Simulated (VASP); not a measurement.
# Li6In2BrN (Fm-3m) in VASP: single point with r2SCAN

Aim: the single point of Li6In2BrN with r2SCAN.

Program: VASP 6.6.1. These are calculated values, not measurements. Logs are shortened: lines on timing, memory, paths and dates and some standing lists are left out, and cuts for length are marked.

## (1) The cell of the first run

Symmetry: Fm-3m, No. 225, cubic system. The conventional cell has a = 8.754 Å, b = 8.754 Å, c = 8.754 Å, α = 90.00°, β = 90.00°, γ = 90.00°. Within 3.7 Å of Br (site symmetry m-3m) lie 6 Li at 2.77 Å. Within 4.1 Å of In (site symmetry -43m) lie 12 Li at 3.15 Å and 4 Br at 3.79 Å and 4 N at 3.79 Å. N (site symmetry m-3m) has 6 Li at 1.61 Å within 2.1 Å. Li (site symmetry 4mm) has 1 N at 1.61 Å within 2.1 Å.

## (2) Single point, r2SCAN

Input file POSCAR:

```
Li6In2BrN
1.0
    0.0000000000      4.3768180000      4.3768180000
    4.3768180000      0.0000000000      4.3768180000
    4.3768180000      4.3768180000      0.0000000000
Br In N Li
1 2 1 6
Direct
    0.0000000000      0.0000000000      0.0000000000
    0.7500000000      0.7500000000      0.7500000000
    0.2500000000      0.2500000000      0.2500000000
    0.5000000000      0.5000000000      0.5000000000
    0.6834000000      0.3166000000      0.6834000000
    0.6834000000      0.3166000000      0.3166000000
    0.3166000000      0.6834000000      0.3166000000
    0.3166000000      0.6834000000      0.6834000000
    0.6834000000      0.6834000000      0.3166000000
    0.3166000000      0.3166000000      0.6834000000
```

Input file INCAR.step1:

```
SYSTEM = Li6In2BrN
PREC     = Accurate       ! precision mode
ENCUT    = 520            ! plane-wave cutoff, eV
ISMEAR   = -1             ! smearing method
SIGMA    = 0.1            ! smearing width, eV
LREAL    = .False.        ! projectors in reciprocal space
LASPH    = .True.         ! aspherical terms in the spheres
NELM     = 100            ! most SCF steps
NBANDS   = 39             ! bands
GGA      = PE             ! functional
ALGO     = Normal         ! electronic algorithm
EDIFF    = 1E-4           ! SCF threshold, eV
LWAVE    = .True.         ! write WAVECAR
LCHARG   = .False.        ! write CHGCAR
```

Input file INCAR.step2:

```
SYSTEM = Li6In2BrN
PREC     = Accurate       ! precision mode
ENCUT    = 520            ! plane-wave cutoff, eV
EDIFF    = 1E-6           ! SCF threshold, eV
ISMEAR   = -1             ! smearing method
SIGMA    = 0.1            ! smearing width, eV
LREAL    = .False.        ! projectors in reciprocal space
LASPH    = .True.         ! aspherical terms in the spheres
NELM     = 100            ! most SCF steps
ALGO     = Normal         ! electronic algorithm
ISIF     = 2              ! what is computed and relaxed
LWAVE    = .False.        ! write WAVECAR
LCHARG   = .False.        ! write CHGCAR
METAGGA  = R2SCAN         ! meta-GGA
LMIXTAU  = .True.       
NBANDS   = 39             ! bands
ISTART   = 1
```

Input file KPOINTS:

```
regular mesh
0
Gamma
  7 7 7
  0 0 0
```

Potentials or basis: VASP PAW PBE potentials, release 64 (Br, In_d, N, Li_sv).

The run is started by

```
> cat potpaw_PBE.64/Br/POTCAR potpaw_PBE.64/In_d/POTCAR potpaw_PBE.64/N/POTCAR potpaw_PBE.64/Li_sv/POTCAR > POTCAR
> cp INCAR.step1 INCAR
> mpirun -np 1 vasp_std > vasp.out
> cp INCAR.step2 INCAR
> mpirun -np 1 vasp_std > vasp.out
```

OUTCAR:

```text
SYSTEM = Li6In2BrN
   PREC = Accurate
   ENCUT = 520
   EDIFF = 1E-6
   ISMEAR = -1
   LREAL = .False.
   LASPH = .True.
   NELM = 100
   ISIF = 2
   METAGGA = R2SCAN
   ISTART = 1

 ion  position               nearest neighbor table
   1  0.000  0.000  0.000-
   2  0.750  0.750  0.750-   7 3.15   8 3.15   5 3.15   6 3.15   6 3.15   7 3.15   5 3.15   8 3.15
                             9 3.15  10 3.15  10 3.15   9 3.15
   3  0.250  0.250  0.250-   6 3.15   7 3.15   5 3.15   8 3.15   7 3.15   8 3.15   5 3.15   6 3.15
                             9 3.15  10 3.15  10 3.15   9 3.15
   4  0.500  0.500  0.500-   5 1.61   6 1.61   7 1.61   8 1.61   9 1.61  10 1.61
   5  0.683  0.317  0.683-   4 1.61   6 2.27   8 2.27   9 2.27  10 2.27   2 3.15   3 3.15   3 3.15
                             2 3.15
   6  0.683  0.317  0.317-   4 1.61   5 2.27   7 2.27   9 2.27  10 2.27   3 3.15   3 3.15   2 3.15
                             2 3.15
   7  0.317  0.683  0.317-   4 1.61   6 2.27   8 2.27   9 2.27  10 2.27   3 3.15   3 3.15   2 3.15
                             2 3.15
   8  0.317  0.683  0.683-   4 1.61   5 2.27   7 2.27   9 2.27  10 2.27   2 3.15   3 3.15   3 3.15
                             2 3.15
   9  0.683  0.683  0.317-   4 1.61   5 2.27   6 2.27   7 2.27   8 2.27   2 3.15   3 3.15   3 3.15
                             2 3.15
  10  0.317  0.317  0.683-   4 1.61   5 2.27   6 2.27   7 2.27   8 2.27   3 3.15   3 3.15   2 3.15
                             2 3.15

  LATTYP: Found a face centered cubic cell.
 ALAT       =     8.7536360000

  Lattice vectors:

 A1 = (   0.0000000000,   4.3768180000,   4.3768180000)
 A2 = (   4.3768180000,   0.0000000000,   4.3768180000)
 A3 = (   4.3768180000,   4.3768180000,   0.0000000000)

Analysis of symmetry for initial positions (statically):
=====================================================================
 Subroutine PRICEL returns:
 Original cell was already a primitive cell.

 Routine SETGRP: Setting up the symmetry group for a
 face centered cubic supercell.

 Subroutine GETGRP returns: Found 48 space group operations
 (whereof 48 operations were pure point group operations)
 out of a pool of 48 trial point group operations.

The static configuration has the point symmetry O_h .

Analysis of symmetry for dynamics (positions and initial velocities):
=====================================================================
 Subroutine PRICEL returns:
 Original cell was already a primitive cell.

 Routine SETGRP: Setting up the symmetry group for a
 face centered cubic supercell.

 Subroutine GETGRP returns: Found 48 space group operations
 (whereof 48 operations were pure point group operations)
 out of a pool of 48 trial point group operations.

The dynamic configuration has the point symmetry O_h .

 Subroutine INISYM returns: Found 48 space group operations
 (whereof 48 operations are pure point group operations),
 and found     1 'primitive' translations

----------------------------------------------------------------------------------------

                                     Primitive cell

  volume of cell :     167.6893

  direct lattice vectors                    reciprocal lattice vectors
     0.000000000  4.376818000  4.376818000    -0.114238243  0.114238243  0.114238243
     4.376818000  0.000000000  4.376818000     0.114238243 -0.114238243  0.114238243
     4.376818000  4.376818000  0.000000000     0.114238243  0.114238243 -0.114238243

  length of vectors
     6.189755376  6.189755376  6.189755376     0.197866442  0.197866442  0.197866442

  position of ions in fractional coordinates (direct lattice)
     0.000000000  0.000000000  0.000000000
     0.750000000  0.750000000  0.750000000
     0.250000000  0.250000000  0.250000000
     0.500000000  0.500000000  0.500000000
     0.683400000  0.316600000  0.683400000
     0.683400000  0.316600000  0.316600000
     0.316600000  0.683400000  0.316600000
     0.316600000  0.683400000  0.683400000
     0.683400000  0.683400000  0.316600000
     0.316600000  0.316600000  0.683400000

  ion indices of the primitive-cell ions
   primitive index   ion index
                 1           1
                 2           2
                 3           3
                 4           4
                 5           5
                 6           6
                 7           7
                 8           8
                 9           9
                10          10

----------------------------------------------------------------------------------------

 KPOINTS: regular mesh

Automatic generation of k-mesh.
 Grid dimensions read from file:
 generate k-points for:    7    7    7

 Generating k-lattice:

  Cartesian coordinates                     Fractional coordinates (reciprocal lattice)
    -0.016319749  0.016319749  0.016319749     0.142857143  0.000000000  0.000000000
     0.016319749 -0.016319749  0.016319749     0.000000000  0.142857143  0.000000000
     0.016319749  0.016319749 -0.016319749     0.000000000  0.000000000  0.142857143

  Length of vectors
     0.028266635  0.028266635  0.028266635

  Shift w.r.t. Gamma in fractional coordinates (k-lattice)
     0.000000000  0.000000000  0.000000000

 Subroutine IBZKPT returns following result:
 ===========================================

 Found     20 irreducible k-points:

 Following reciprocal coordinates:
            Coordinates               Weight
  0.000000  0.000000  0.000000      1.000000
  0.142857  0.000000  0.000000      8.000000
  0.285714  0.000000  0.000000      8.000000
  0.428571  0.000000  0.000000      8.000000
  0.142857  0.142857  0.000000      6.000000
  0.285714  0.142857  0.000000     24.000000
[... 12 lines left out ...]
 -0.428571  0.428571  0.142857     24.000000
 -0.285714  0.428571  0.142857     24.000000
   k-points           NKPTS =     20   k-points in BZ     NKDIM =     20   number of bands    NBANDS=     39
   number of dos      NEDOS =    301   number of ions     NIONS =     10
   total plane-waves  NPLWV = 110592
   dimension x,y,z NGX =    48 NGY =   48 NGZ =   48
   dimension x,y,z NGXF=    96 NGYF=   96 NGZF=   96
   ions per type =               1   2   1   6
   NGX,Y,Z   is equivalent  to a cutoff of  12.89, 12.89, 12.89 a.u.
   NGXF,Y,Z  is equivalent  to a cutoff of  25.78, 25.78, 25.78 a.u.
 SYSTEM =  Li6In2BrN
   PREC   = accura    normal or accurate (medium, high low for compatibility)
   ISTART =      1    job   : 0-new  1-cont  2-samecut
   ICHARG =      0    charge: 1-file 2-atom 10-const
   ISPIN  =      1    spin polarized calculation?
   LNONCOLLINEAR =      F non collinear calculations
   LSORBIT =      F    spin-orbit coupling
   LASPH  =      T    aspherical Exc in radial PAW
   ENCUT  =  520.0 eV  38.22 Ry    6.18 a.u.  11.51 11.51 11.51*2*pi/ulx,y,z
   NELM   =    100;   NELMIN=  2; NELMDL=  0     # of ELM steps
   EDIFF  = 0.1E-05   stopping-criterion for ELM
   LREAL  =      F    real-space projection
   EDIFFG = 0.1E-04   stopping-criterion for IOM
   NSW    =      0    number of steps for IOM
   IBRION =     -1    ionic relax: 0-MD 1-quasi-New 2-CG
   NFREE  =      0    steps in history (QN), initial steepest desc. (CG)
   ISIF   =      2    stress and relaxation
   ISYM   =      2    0-nonsym 1-usesym 2-fastsym
   POTIM  = 0.5000    time-step for ionic-motion
   TEBEG  =    0.0;   TEEND  =   0.0 temperature during run
   PSTRESS=    0.0 pullay stress
   NELECT =      56.0000    total number of electrons
   NUPDOWN=      -1.0000    fix difference up-down
   EMIN   =  10.00;   EMAX   =-10.00  energy-range for DOS
   EFERMI =   0.00;   METHOD = LEGACY
   ISMEAR =    -1;   SIGMA  =   0.10  broadening in eV -4-tet -1-fermi 0-gaus
   EFERMI_NEDOS =   21; number of points for ismear=-14 and -15
   IALGO  =     38    algorithm
   IMIX   =      4    mixing-type and parameters
     AMIX     =   0.40;   BMIX     =  1.00
     AMIX_MAG =   1.60;   BMIX_MAG =  1.00
  volume/ion in A,a.u.               =      16.77       113.16
  Fermi-wavevector in a.u.,A,eV,Ry     =   1.135801  2.146353 17.552122  1.290045
  Thomas-Fermi vector in A             =   2.272506
   LORBIT       =      0    0 simple, 1 ext, 2 COOP (PROOUT), +10 PAW based schemes
   METAGGA = R2SCAN    functional components
   LHFCALC =     F    Hartree Fock is set to
   AEXX    =    0.0000 exact exchange contribution
   IVDW    =     0    specifies the selected vdW correction
   LEPSILON=     F    determine dielectric tensor
   LRPA    =     F    only Hartree local field effects (RPA)
 non-spin polarized calculation
  energy-cutoff  :      520.00
  volume of cell :      167.69
 maximum number of plane-waves:      4573
 NGX is ok and might be reduce to    48
   NGX = 23   NGY = 23   NGZ = 23

 number of electron      55.9999987 magnetization

 Free energy of the ion-electron system (eV)
  ---------------------------------------------------
  ext. energy  EPLUGINS =         0.00000000
  ---------------------------------------------------
  free energy    TOTEN  =       -82.61233001 eV

  energy without entropy =      -82.47402793  energy(sigma->0) =      -82.54317897

 E-fermi :   3.8554     XC(G=0):  -9.4080

 val. band max:        3.8442339946   @ k =  -0.2857   0.2857   0.0000
 cond. band min:       3.8837168898   @ k =  -0.1429   0.1429   0.0000
 fundamental gap:      0.0394828952
 Fermi energy:         3.8554270330

 k-point     1 :       0.0000    0.0000    0.0000
  band No.  band energies     occupation
      1     -43.3163      2.00000
      2     -43.1513      2.00000
      3     -43.1512      2.00000
      4     -43.1504      2.00000
      5     -43.0749      2.00000
      6     -43.0744      2.00000
[... 31 lines left out ...]
     38      10.8925      0.00000
     39      12.4969      0.00000
[... 796 lines left out ...]
     38       9.7993      0.00000
     39      10.5859      0.00000

------------------------ aborting loop because EDIFF is reached ----------------------------------------

  FORCE on cell =-STRESS in cart. coord.  units (eV):
  Direction    XX          YY          ZZ          XY          YZ          ZX
  --------------------------------------------------------------------------------------
  -------------------------------------------------------------------------------------
  Total       13.9401907     13.9401907     13.9401907      0.0000000     -0.0000000      0.0000000
  in kB      133.1906811    133.1906811    133.1906811      0.0000000     -0.0000000      0.0000000
  external PRESSURE =     133.1906811 kB  Pullay stress =       0.0000000 kB

 VOLUME and BASIS-vectors are now :
 -----------------------------------------------------------------------------
  energy-cutoff  :      520.00
  volume of cell :      167.69
      direct lattice vectors                 reciprocal lattice vectors
     0.000000000  4.376818000  4.376818000    -0.114238243  0.114238243  0.114238243
     4.376818000  0.000000000  4.376818000     0.114238243 -0.114238243  0.114238243
     4.376818000  4.376818000  0.000000000     0.114238243  0.114238243 -0.114238243

 POSITION                                       TOTAL-FORCE (eV/Angst)
 -----------------------------------------------------------------------------------
      0.00000      0.00000      0.00000         0.000000     -0.000000     -0.000000
      6.56523      6.56523      6.56523         0.000000     -0.000000     -0.000000
      2.18841      2.18841      2.18841        -0.000000     -0.000000     -0.000000
      4.37682      4.37682      4.37682         0.000000     -0.000000     -0.000000
      4.37682      5.98223      4.37682         0.000000      4.831571     -0.000000
      2.77140      4.37682      4.37682        -4.831571     -0.000000     -0.000000
      4.37682      2.77140      4.37682         0.000000     -4.831571     -0.000000
      5.98223      4.37682      4.37682         4.831571     -0.000000     -0.000000
      4.37682      4.37682      5.98223         0.000000     -0.000000      4.831571
      4.37682      4.37682      2.77140         0.000000     -0.000000     -4.831571
 -----------------------------------------------------------------------------------
    total drift:                                0.000000      0.000000      0.000000

  FREE ENERGIE OF THE ION-ELECTRON SYSTEM (eV)
  ---------------------------------------------------
  free  energy   TOTEN  =       -82.6123300105 eV

  energy  without entropy=      -82.4740279342  energy(sigma->0) =      -82.54317897
```

Wall time 29 min (1 thread of AMD EPYC 7R13, shared host); peak memory 0.42 GiB.

Results:

```yaml
Free_energy: -82.6123 eV
Largest_force: 4.832 eV/Å
Band_gap_on_the_k_mesh: zero (band 28 reaches 4.18 eV, above the bottom of band 29 at 2.47 eV)
```

Forces in eV/Å, atoms in the order of the input:
```
Br   0.000  0.000  0.000
In   0.000  0.000  0.000
In   0.000  0.000  0.000
N    0.000  0.000  0.000
Li   0.000  4.832  0.000
Li  -4.832  0.000  0.000
Li   0.000 -4.832  0.000
Li   4.832  0.000  0.000
Li   0.000  0.000  4.832
Li   0.000  0.000 -4.832
```

Caveat: the cutoff is under 1.25 times the usual one of these potentials, so pressure, stress and relaxed cells hold a basis-set (Pulay) error; the PAW data sets were made with another functional, which shifts forces and pressure a little; spin-orbit coupling is left out, which moves the levels of the heavy elements.
